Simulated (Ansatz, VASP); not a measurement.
# One calculation of Al3GaN4, two programs

```xyz
8
Lattice="4.4070 0.0000 0.0000 0.0000 4.4070 0.0000 0.0000 0.0000 4.4070" Properties=species:S:1:pos:R:3 pbc="T T T"
Al    2.2035    2.1498    0.0000
Al    2.2035   -0.1875    2.2035
Al    0.0000    2.1498    2.2035
Ga    0.0000    0.1564    0.0000
N     3.3357    3.2293    1.0713
N     3.2282    1.0725    3.2282
N     1.0713    3.2293    3.3357
N     1.1788    1.0725    1.1788
```

Change from the starting cell: mode 4 (242.1 1/cm) frozen in, largest displacement +0.188 Å.

Alike in both runs: task single point; functional PBEsol; k mesh 6 × 6 × 6; occupations gaussian, width 0.05 eV; no spin polarisation.

|  | VASP | Ansatz |
| --- | --- | --- |
| version | VASP 6.6.1 | Ansatz 0.2.0 |
| potentials or method | VASP PAW PBE potentials, release 64 (Al, Ga_d, N), cutoff 520 eV | scalar-relativistic, plane waves, PAW |
| valence electrons in the cell | 42 | 42 |

Ansatz gave:

| Quantity | Value |
| --- | --- |
| gap on the k mesh at the Fermi level (eV) | 3.04 |
| least direct gap on the mesh (eV) | 3.05 |
| pressure (GPa) | -0.2 |
| traceless stress, the component that is largest in VASP (GPa) | 1.41 |
| rms of the force components (eV/Å) | 0.530 |

Which values does VASP return?

gap on the k mesh at the Fermi level (eV): 3.03; least direct gap on the mesh (eV): 3.05; pressure (GPa): -0.3; traceless stress, the component that is largest in VASP (GPa): 1.37; rms of the force components (eV/Å): 0.530.

VASP's potentials were made for PBE, not for PBEsol. Atom by atom the forces differ by 0.005 eV/Å (rms over components). With one functional, cell and mesh, what is left measures potentials, basis and numerics.
